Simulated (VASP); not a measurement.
Set up this calculation in VASP 6.6.1, as the native input.

```yaml
Task: single point
Functional: PBE
Potentials_or_basis: VASP PAW PBE potentials, release 64 (Si, B)
Cutoff: 520 eV
k_mesh: 8 × 8 × 8
Occupations: gaussian, width 0.1 eV
Spin: no spin polarisation
Dipole_correction: no
Further_INCAR_settings: ALGO = Normal; EDIFF = 1e-07; NBANDS = 30
```

The structure of Si4B lies in POSCAR:

```
Si4B
1.0
   -4.0807304384      4.0807304384      2.5571535288
    4.0807304384     -4.0807304384      2.5571535288
    4.0807304384      4.0807304384     -2.5571535288
Si B
8 2
Direct
    0.3136899729      0.4086128564      0.2746989297
    0.4363100271      0.8413871436      0.2253010703
    0.1339139267      0.0389910432      0.7253010703
    0.1586128564      0.3839139267      0.5949228834
    0.9610089568      0.6863100271      0.0949228834
    0.6160860733      0.2110089568      0.7746989297
    0.7889910432      0.5636899729      0.4050771166
    0.5913871436      0.8660860733      0.9050771166
    0.0000000000      0.0000000000      0.0000000000
    0.7500000000      0.2500000000      0.5000000000
```

These files were run (other wordings do the same):

INCAR

```
  PREC = Accurate
  ENCUT = 520
  EDIFF = 1E-7
  ISMEAR = 0
  SIGMA = 0.1
  LREAL = F
  LASPH = T
  NELM = 60
  ALGO = Normal
  ISIF = 2
  LWAVE = F
  LCHARG = F
  GGA = PE
  NBANDS = 30
```

KPOINTS

```
Automatic mesh
0
Gamma
  8 8 8
```

Potentials or basis: VASP PAW PBE potentials, release 64 (Si, B).

The run is started by

```bash
$ cat potpaw_PBE.64/Si/POTCAR potpaw_PBE.64/B/POTCAR > POTCAR
$ mpirun -np 1 vasp_std > vasp.out
```

It gave:

| Quantity | Value |
| --- | --- |
| Pressure | -0.1 GPa |
| Largest force | 0.005 eV/Å |
| Band gap on the k mesh | zero (bands 19 and 20 overlap by 2.16 eV) |

Wall time 3.7 min on 1 thread of Intel(R) Xeon(R) 6975P-C (Granite Rapids), on a shared host, peak memory 0.5 GiB.
